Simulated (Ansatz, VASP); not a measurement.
AlO5 in VASP and in Ansatz

```xyz
6
Lattice="3.5656 0.0000 0.0000 -1.7828 3.0879 0.0000 0.0000 0.0000 6.3768" Properties=species:S:1:pos:R:3 pbc="T T T"
Al    0.0000    0.0000    0.0000
O     0.0000    2.0586    0.0000
O     1.7828    1.0293    0.0000
O     1.7828    0.0000    3.1884
O     0.8914    1.5439    3.1884
O    -0.8914    1.5439    3.1884
```

Change from the starting cell: species swapped into the LaPt5 type (P6/mmm, No. 191).

Alike in both runs: functional PBE; k mesh 6 × 6 × 6; occupations gaussian, width 0.1 eV; no spin polarisation.

Ansatz relaxed the structure, and its values are those at the end. VASP's run is a single point on that final structure, the one shown.

|  | VASP | Ansatz |
| --- | --- | --- |
| version | VASP 6.6.1 | Ansatz 0.2.0 |
| potentials or method | VASP PAW PBE potentials, release 64 (Al, O), cutoff 520 eV | scalar-relativistic, plane waves, PAW |
| valence electrons in the cell | 33 | 33 |

Ansatz gave:

```
gap on the k mesh at the Fermi level (eV) : none
pressure (GPa)                            : 0.1
```

Question: Which values does VASP return?

Answer: gap on the k mesh at the Fermi level (eV): none; pressure (GPa): -0.1.

A gap of «none» marks a metal or a gap that the smearing closes.
